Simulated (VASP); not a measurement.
**TlCd2Se2: single point with PBE+D4**

TlCd2Se2:

```
Tl Cd Se
1.0
     0.00000    4.18214    0.00000
     4.18214    0.00000    0.00000
     2.09107    2.09107   -7.40691
Tl Cd Se
1 2 2
Direct
  0.00000 0.00000 0.00000
  0.75000 0.25000 0.50000
  0.25000 0.75000 0.50000
  0.36000 0.36000 0.28000
  0.64000 0.64000 0.72000
```

```yaml
Program: VASP 6.6.1
Task: single point
Functional: PBE
Dispersion: D4
Potentials_or_basis: VASP PAW PBE potentials, release 64 (Tl_d, Cd, Se)
Cutoff: 520 eV
k_mesh: 5 × 5 × 5
Occupations: gaussian, width 0.0206 eV
Spin: no spin polarisation
```

* Pressure: 6.2 GPa
* Largest force: 1.613 eV/Å
* Dispersion energy per atom: -0.443 eV

Forces in eV/Å, atoms in the order of the input:
```
Tl   0.000  0.000  0.000
Cd   0.000  0.000  0.000
Cd   0.000  0.000  0.000
Se   0.000  0.000  1.613
Se   0.000  0.000 -1.613
```

Stress tensor (GPa, compression positive):
```
7.12 0.00 0.00
0.00 7.12 0.00
0.00 0.00 4.47
```

Levels at points of the mesh, in eV from the Fermi level:
| k point | band 23 | band 24 | band 25 | band 26 | band 27 | band 28 |
| --- | --- | --- | --- | --- | --- | --- |
| (0.00, 0.00, 0.00) | -2.63 | -2.63 | -0.36 | 0.68 | 0.88 | 2.94 |

It took 66 s on 1 thread of Intel Xeon 6975P-C, with other jobs on the host, peak memory 0.28 GiB.

Caveat: spin-orbit coupling is left out, which moves the levels of the heavy elements; pairwise dispersion overbinds metals, which lowers pressure and volume; forces of over 1 eV/Å act on the atoms, so gaps and moduli don't describe the material at rest.
